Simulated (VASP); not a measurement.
Set up this calculation in VASP 6.6.1, as the native input.

```
Task                   : relaxation of cell and atoms
Functional             : PBE
Potentials or basis    : VASP PAW PBE potentials, release 64 (Ti_sv, Te, S)
Cutoff                 : 600 eV
k mesh                 : 4 × 4 × 3
Occupations            : gaussian, width 0.15 eV
Spin                   : collinear spin, ferromagnetic start
Starting moments       : [1.0, 1.0, 0.0, 0.0] μB
Dipole correction      : no
Further INCAR settings : ALGO = Normal; EDIFF = 1e-06; IBRION = 2; EDIFFG = -0.08; NSW = 36; ISIF = 3
```

The structure of Ti2TeS lies in POSCAR:

```
Ti2TeS
1.0
    3.9957835700      0.0000000000      0.0000000000
   -1.9978917900      3.4604500800      0.0000000000
    0.0000000000      0.0000000000      5.2430578500
Ti Te S
2 1 1
Direct
    0.0000000000      0.0000000000      0.7468175900
    0.0000000000      0.0000000000      0.2531824100
    0.3333333300      0.6666666700      0.0000000000
    0.6666666700      0.3333333300      0.5000000000
```

These files were run (other wordings do the same):

INCAR

```
SYSTEM = Ti2TeS
ALGO = Normal ; EDIFF = 1E-6
EDIFFG = -0.08 ; ENCUT = 600
GGA = PE ; IBRION = 2
ISIF = 3 ; ISMEAR = 0
ISPIN = 2 ; LASPH = .True.
LCHARG = .False. ; LMAXMIX = 4
LORBIT = 11 ; LREAL = .False.
LWAVE = .False. ; MAGMOM = 1 1 0 0
NELM = 150 ; NSW = 36
PREC = Accurate ; SIGMA = 0.15
```

KPOINTS

```
k-points
0
Gamma
  4 4 3
  0 0 0
```

Potentials or basis: VASP PAW PBE potentials, release 64 (Ti_sv, Te, S).

Launch:

```sh
$ cat potpaw_PBE.64/Ti_sv/POTCAR potpaw_PBE.64/Te/POTCAR potpaw_PBE.64/S/POTCAR > POTCAR
$ mpirun -np 1 vasp_std > vasp.out
```

It gave:

* Relaxed volume: 18.06 Å³/atom
* Relaxed cell: a = 3.475 Å, b = 3.475 Å, c = 6.907 Å, α = 90.00°, β = 90.00°, γ = 120.00°
* Space group after relaxing (to 0.05 Å): P-6m2 (No. 187)
* Energy gained by relaxing: 321.7 meV/atom
* Ionic steps: 16
* Pressure after relaxing: -0.3 GPa
* Band gap on the k mesh: zero (filled and empty bands overlap)
* Net moment: 0.00 μB per cell
* Valence electrons inside the program's atomic spheres: Ti 10.24; Te 3.53; S 3.73

Caveat: the k points lie up to 0.52 Å⁻¹ apart in the final cell; spin-orbit coupling is left out, which moves the levels of the heavy elements.

It took 4.9 min on 1 thread of Intel(R) Xeon(R) 6975P-C (Granite Rapids), on a shared host, peak memory 0.25 GiB.
